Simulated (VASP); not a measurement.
# Pb3F2 (P-3m1) in VASP: a series of runs

The runs below take Pb3F2 through relaxation of cell and atoms, single point, with PBE.

Program: VASP 6.6.1. These are calculated values, not measurements. Logs are shortened: lines on timing, memory, paths and dates and some standing lists are left out, and cuts for length are marked.

## Step 1: The cell of the first run

The structure is trigonal, space group P-3m1 (No. 164). The conventional cell has a = 4.354 Å, b = 4.354 Å, c = 6.775 Å, α = 90.00°, β = 90.00°, γ = 120.00°. Within 4.0 Å of Pb (site symmetry -3m) lie 6 F at 3.01 Å and 6 Pb at 3.48 Å. Within 3.5 Å of Pb (site symmetry 3m) lie 4 F at 2.62 to 2.71 Å and 6 Pb at 3.19 to 3.48 Å. F (site symmetry 3m) has 7 Pb at 2.62 to 3.01 Å within 3.5 Å.

## Step 2: Relaxation of cell and atoms, PBE

Contents of INCAR:

```
ALGO = Normal ; EDIFF = 1E-7
EDIFFG = -0.04 ; ENCUT = 600
GGA = PE ; IBRION = 2
ISIF = 3 ; ISMEAR = 0
LASPH = True ; LCHARG = False
LREAL = False ; LWAVE = False
NELM = 80 ; NSW = 90
PREC = Accurate ; SIGMA = 0.1
```

Contents of KPOINTS:

```
k-points
0
Gamma
  6 6 4
```

Contents of POSCAR:

```
Pb3F2
1.0
    4.3543525575      0.0000000000      0.0000000000
   -2.1771762788      3.7709799318      0.0000000000
    0.0000000000      0.0000000000      6.7746652735
Pb F
3 2
Direct
    0.0000000000      0.0000000000      0.0000000000
    0.3333333333      0.6666666667      0.6450000000
    0.6666666667      0.3333333333      0.3550000000
    0.3333333333      0.6666666667      0.2450000000
    0.6666666667      0.3333333333      0.7550000000
```

Potentials or basis: VASP PAW PBE potentials, release 64 (Pb_d, F).

Started as:

```console
$ cat potpaw_PBE.64/Pb_d/POTCAR potpaw_PBE.64/F/POTCAR > POTCAR
$ mpirun -np 1 vasp_std > vasp.out
```

OUTCAR:

```text
EDIFF = 1E-7
   EDIFFG = -0.04
   ENCUT = 600
   GGA = PE
   IBRION = 2
   ISIF = 3
   ISMEAR = 0
   LASPH = True
   LREAL = False
   NELM = 80
   NSW = 90
   PREC = Accurate

 ion  position               nearest neighbor table
   1  0.000  0.000  0.000-   4 3.01   5 3.01   5 3.01   4 3.01   5 3.01   4 3.01   2 3.48   3 3.48
                             2 3.48   3 3.48   3 3.48   2 3.48
   2  0.333  0.667  0.645-   5 2.62   5 2.62   5 2.62   4 2.71   3 3.19   3 3.19   3 3.19   1 3.48
                             1 3.48   1 3.48
   3  0.667  0.333  0.355-   4 2.62   4 2.62   4 2.62   5 2.71   2 3.19   2 3.19   2 3.19   1 3.48
                             1 3.48   1 3.48
   4  0.333  0.667  0.245-   3 2.62   3 2.62   3 2.62   2 2.71   1 3.01   1 3.01   1 3.01
   5  0.667  0.333  0.755-   2 2.62   2 2.62   2 2.62   3 2.71   1 3.01   1 3.01   1 3.01

  LATTYP: Found a hexagonal cell.
 ALAT       =     4.3543525575
 C/A-ratio  =     1.5558375635

  Lattice vectors:

 A1 = (   4.3543525575,   0.0000000000,   0.0000000000)
 A2 = (  -2.1771762788,   3.7709799318,   0.0000000000)
 A3 = (   0.0000000000,   0.0000000000,   6.7746652735)

Analysis of symmetry for initial positions (statically):
=====================================================================
 Subroutine PRICEL returns:
 Original cell was already a primitive cell.

 Routine SETGRP: Setting up the symmetry group for a
 hexagonal supercell.

 Subroutine GETGRP returns: Found 12 space group operations
 (whereof 12 operations were pure point group operations)
 out of a pool of 24 trial point group operations.

The static configuration has the point symmetry D_3d.

Analysis of symmetry for dynamics (positions and initial velocities):
=====================================================================
 Subroutine PRICEL returns:
 Original cell was already a primitive cell.

 Routine SETGRP: Setting up the symmetry group for a
 hexagonal supercell.

 Subroutine GETGRP returns: Found 12 space group operations
 (whereof 12 operations were pure point group operations)
 out of a pool of 24 trial point group operations.

The dynamic configuration has the point symmetry D_3d.

 Subroutine INISYM returns: Found 12 space group operations
 (whereof 12 operations are pure point group operations),
 and found     1 'primitive' translations

----------------------------------------------------------------------------------------

                                     Primitive cell

[... 79 lines left out ...]
   total plane-waves  NPLWV =  69984
   dimension x,y,z NGX =    36 NGY =   36 NGZ =   54
   dimension x,y,z NGXF=    72 NGYF=   72 NGZF=  108
   ions per type =               3   2
   NGX,Y,Z   is equivalent  to a cutoff of  13.74, 13.74, 13.25 a.u.
   NGXF,Y,Z  is equivalent  to a cutoff of  27.49, 27.49, 26.50 a.u.
 SYSTEM =  unknown system
   PREC   = accura    normal or accurate (medium, high low for compatibility)
   ISTART =      0    job   : 0-new  1-cont  2-samecut
   ICHARG =      2    charge: 1-file 2-atom 10-const
   ISPIN  =      1    spin polarized calculation?
   LNONCOLLINEAR =      F non collinear calculations
   LSORBIT =      F    spin-orbit coupling
   LASPH  =      T    aspherical Exc in radial PAW
   ENCUT  =  600.0 eV  44.10 Ry    6.64 a.u.   8.70  8.70 13.53*2*pi/ulx,y,z
   NELM   =     80;   NELMIN=  2; NELMDL= -5     # of ELM steps
   EDIFF  = 0.1E-06   stopping-criterion for ELM
   LREAL  =      F    real-space projection
   EDIFFG = -.4E-01   stopping-criterion for IOM
   NSW    =     90    number of steps for IOM
   IBRION =      2    ionic relax: 0-MD 1-quasi-New 2-CG
   NFREE  =      1    steps in history (QN), initial steepest desc. (CG)
   ISIF   =      3    stress and relaxation
   ISYM   =      2    0-nonsym 1-usesym 2-fastsym
   POTIM  = 0.5000    time-step for ionic-motion
   TEBEG  =    0.0;   TEEND  =   0.0 temperature during run
   PSTRESS=    0.0 pullay stress
   NELECT =      56.0000    total number of electrons
   NUPDOWN=      -1.0000    fix difference up-down
   EMIN   =  10.00;   EMAX   =-10.00  energy-range for DOS
   EFERMI =   0.00;   METHOD = LEGACY
   ISMEAR =     0;   SIGMA  =   0.10  broadening in eV -4-tet -1-fermi 0-gaus
   EFERMI_NEDOS =   21; number of points for ismear=-14 and -15
   IALGO  =     38    algorithm
   IMIX   =      4    mixing-type and parameters
     AMIX     =   0.40;   BMIX     =  1.00
     AMIX_MAG =   1.60;   BMIX_MAG =  1.00
  volume/ion in A,a.u.               =      22.25       150.14
  Fermi-wavevector in a.u.,A,eV,Ry     =   1.302314  2.461016 23.075768  1.696021
  Thomas-Fermi vector in A             =   2.433390
   LORBIT       =      0    0 simple, 1 ext, 2 COOP (PROOUT), +10 PAW based schemes
   GGA     = PE    functional components
   LHFCALC =     F    Hartree Fock is set to
   AEXX    =    0.0000 exact exchange contribution
   IVDW    =     0    specifies the selected vdW correction
   LEPSILON=     F    determine dielectric tensor
   LRPA    =     F    only Hartree local field effects (RPA)
 conjugate gradient relaxation of ions
 non-spin polarized calculation
 Gauss-broadening in eV      SIGMA  =   0.10
  energy-cutoff  :      600.00
  volume of cell :      111.24
 maximum number of plane-waves:      3730
 NGX is ok and might be reduce to    36
   NGX = 17   NGY = 17   NGZ = 27

--------------------------------------- Ionic step        1  -------------------------------------------

 number of electron      55.9999992 magnetization

 Free energy of the ion-electron system (eV)
  ---------------------------------------------------
  ext. energy  EPLUGINS =         0.00000000
  ---------------------------------------------------
  free energy    TOTEN  =       -18.51014351 eV

  energy without entropy =      -18.49378887  energy(sigma->0) =      -18.50196619

 E-fermi :   6.2575     XC(G=0): -10.0213

 val. band max:        6.2541573095   @ k =   0.3333   0.0000   0.2500
 cond. band min:       6.2764180903   @ k =   0.3333   0.0000   0.5000
 fundamental gap:      0.0222607809
 Fermi energy:         6.2575172818
[... 972 lines left out ...]
  FREE ENERGIE OF THE ION-ELECTRON SYSTEM (eV)
  ---------------------------------------------------
  free  energy   TOTEN  =       -18.8023326770 eV

  energy  without entropy=      -18.7864817615  energy(sigma->0) =      -18.79440722

[... ionic steps 4 to 45 ...]

--------------------------------------- Ionic step       46  -------------------------------------------

 number of electron      55.9999990 magnetization

 E-fermi :   5.0750     XC(G=0):  -9.3776
[... 944 lines left out ...]
--------------------------------------- Ionic step       48  -------------------------------------------

 number of electron      55.9999983 magnetization

 Free energy of the ion-electron system (eV)
  ---------------------------------------------------
  ext. energy  EPLUGINS =         0.00000000
  ---------------------------------------------------
  free energy    TOTEN  =       -19.99165160 eV

  energy without entropy =      -19.98545452  energy(sigma->0) =      -19.98855306

 E-fermi :   5.1393     XC(G=0):  -9.4055

 val. band max:        5.1071243411   @ k =  -0.1667   0.5000   0.2500
 cond. band min:       5.2709631978   @ k =   0.3333   0.1667   0.2500
 fundamental gap:      0.1638388567
 Fermi energy:         5.1392860038
[... 894 lines left out ...]
  FREE ENERGIE OF THE ION-ELECTRON SYSTEM (eV)
  ---------------------------------------------------
  free  energy   TOTEN  =       -19.9916516035 eV

  energy  without entropy=      -19.9854545194  energy(sigma->0) =      -19.98855306

 reached required accuracy - stopping structural energy minimisation
```

OSZICAR:

```text
N       E                     dE             d eps       ncg     rms          rms(c)
DAV:   1     0.775604529718E+03    0.77560E+03   -0.30320E+04  1584   0.226E+03
DAV:   2     0.862729576297E+02   -0.68933E+03   -0.67573E+03  1658   0.572E+02
DAV:   3    -0.158277755081E+02   -0.10210E+03   -0.10046E+03  2049   0.246E+02
[... 594 lines left out ...]
DAV:   4    -0.199916512677E+02    0.13243E-04   -0.98947E-05  2427   0.929E-02    0.133E-02
DAV:   5    -0.199916504323E+02    0.83541E-06   -0.23077E-05  2215   0.396E-02    0.520E-03
DAV:   6    -0.199916515375E+02   -0.11052E-05   -0.26286E-06  1867   0.151E-02    0.259E-03
DAV:   7    -0.199916516133E+02   -0.75796E-07   -0.11699E-06  1991   0.842E-03    0.875E-04
DAV:   8    -0.199916516035E+02    0.97443E-08   -0.14265E-07   886   0.303E-03
  48 F= -.19991652E+02 E0= -.19988553E+02  d E =-.945866E-03
```

Run time: 32 min. Hardware: 1 thread of Intel Xeon 6975P-C (Granite Rapids), shared host; peak memory 0.31 GiB.

Results:

- Free energy: -19.9917 eV
- Relaxed volume: 24.75 Å³/atom
- Relaxed cell: a = 4.054 Å, b = 4.054 Å, c = 8.693 Å, α = 90.00°, β = 90.00°, γ = 120.00°
- Space group after relaxing (to 0.1 Å): P-3m1 (No. 164)
- Energy gained by relaxing: 296.3 meV/atom
- Ionic steps: 48
- Pressure after relaxing: 0.1 GPa
- Largest force after relaxing: 0.040 eV/Å
- Band gap on the k mesh: zero (bands 28 and 29 overlap by 3.85 eV)

Forces on the atoms (eV/Å):
```
Pb   0.000  0.000  0.000
Pb   0.000  0.000  0.030
Pb   0.000  0.000 -0.030
F    0.000  0.000 -0.040
F    0.000  0.000  0.040
```

Step by step:
```csv
step,energy change (eV),largest force (eV/Å),pressure (GPa),volume (Å³)
1,0.0000,1.0407,4.64,111.24
3,-0.2922,0.6196,-1.71,125.60
5,-0.5735,0.1273,1.95,119.02
7,-0.5907,0.0904,0.99,120.23
9,-0.6055,0.1576,-0.09,124.05
11,-0.6220,0.1737,0.12,124.66
13,-0.6645,0.1711,1.45,127.27
15,-0.6681,0.1748,1.41,127.58
17,-0.6852,0.1997,1.24,128.96
19,-0.7859,0.3542,0.24,134.53
21,-0.1057,0.9235,-8.70,157.76
23,-0.9719,0.3345,-2.80,143.24
25,-0.9782,0.2776,-3.33,144.31
27,-1.0187,0.2659,-3.10,143.01
29,-1.1535,0.2546,-2.10,137.25
31,-1.1977,0.6018,-1.20,132.18
33,-1.2461,0.3978,0.47,128.12
35,-1.2692,0.3691,0.73,127.47
37,-1.3038,0.4128,-0.88,131.37
39,-1.3556,0.3819,-0.31,129.26
41,-1.4203,0.2191,-0.23,127.78
43,-1.4698,0.0815,-0.05,125.41
45,-1.4805,0.0637,-0.12,124.41
47,-1.4815,0.0455,0.04,123.88
48,-1.4815,0.0398,0.10,123.73
```

Final structure:
```
Pb F
1.0
     4.05402    0.00000    0.00000
    -2.02701    3.51089    0.00000
     0.00000    0.00000    8.69269
Pb F
3 2
Direct
  0.00000 0.00000 0.00000
  0.33333 0.66667 0.70891
  0.66667 0.33333 0.29109
  0.33333 0.66667 0.40028
  0.66667 0.33333 0.59972
```

Levels at points of the mesh, in eV from the Fermi level:
```
           k point  band 26  band 27  band 28  band 29  band 30  band 31
(0.00, 0.00, 0.00)    -4.16    -0.30     2.13     2.89     2.89     4.03
(0.50, 0.00, 0.00)    -4.22    -1.79    -1.18     0.67     1.27     2.70
(0.00, 0.00, 0.50)    -3.63    -0.77     2.92     2.99     2.99     3.72
(0.50, 0.00, 0.50)    -4.02    -1.83    -0.73     0.59     1.21     2.44
```

Caveat: a cell axis changed by over 15 % at a fixed basis, so the end point is rough; spin-orbit coupling is left out, which moves the levels of the heavy elements.

## Step 3: Single point, PBE

This run uses another cell than the first one, of 25.20 Å³/atom.

Contents of INCAR:

```
SYSTEM = Pb3F2
PREC = Accurate
ENCUT = 520
EDIFF = 1E-6
ISMEAR = 0
SIGMA = 0.1
LREAL = .FALSE.
LASPH = .TRUE.
NELM = 80
ALGO = Normal
ISIF = 2
LWAVE = .FALSE.
LCHARG = .TRUE.
GGA = PE
LELF = .TRUE.
LVHAR = .TRUE.
NBANDS = 36
```

Contents of KPOINTS:

```
Automatic mesh
0
G
  12 12 4
  0 0 0
```

Contents of POSCAR:

```
Pb3F2
1.0
    3.9909394690      0.0000000000      0.0000000000
   -1.9954697345      3.4562549651      0.0000000000
    0.0000000000      0.0000000000      9.1328311568
Pb F
3 2
Direct
    0.0000000000      0.0000000000      0.0000000000
    0.3333333333      0.6666666667      0.7128834901
    0.6666666667      0.3333333333      0.2871165099
    0.3333333333      0.6666666667      0.3952153409
    0.6666666667      0.3333333333      0.6047846591
```

Potentials or basis: VASP PAW PBE potentials, release 64 (Pb_d, F).

Started as:

```console
$ cat potpaw_PBE.64/Pb_d/POTCAR potpaw_PBE.64/F/POTCAR > POTCAR
$ mpirun -np 1 vasp_std > vasp.out
```

It took 2.8 min on 1 thread of Intel Xeon 6975P-C (Granite Rapids), shared host; peak memory 0.4 GiB.

Results (log left out):

```yaml
Free_energy: -20.1307 eV
Pressure: -0.1 GPa
Largest_force: 0.008 eV/Å
Band_gap_on_the_k_mesh: zero (bands 28 and 29 overlap by 3.39 eV)
```

Forces in eV/Å, atoms in the order of the input:
```
Pb   0.000  0.000  0.000
Pb   0.000  0.000  0.008
Pb   0.000  0.000 -0.008
F    0.000  0.000  0.006
F    0.000  0.000 -0.006
```

Levels at points of the mesh, in eV from the Fermi level:
| k point | band 26 | band 27 | band 28 | band 29 | band 30 | band 31 |
| --- | --- | --- | --- | --- | --- | --- |
| (0.00, 0.00, 0.00) | -4.18 | -0.79 | 1.69 | 3.15 | 3.15 | 4.12 |
| (0.50, 0.00, 0.00) | -4.26 | -1.90 | -1.36 | 0.45 | 1.42 | 2.34 |
| (0.00, 0.00, 0.50) | -3.80 | -1.22 | 2.39 | 3.23 | 3.23 | 3.90 |
| (0.50, 0.00, 0.50) | -4.04 | -1.93 | -0.97 | 0.30 | 1.38 | 2.13 |

Caveat: spin-orbit coupling is left out, which moves the levels of the heavy elements.

The gap in the log of VASP goes by the Fermi energy; the results here count the filled bands.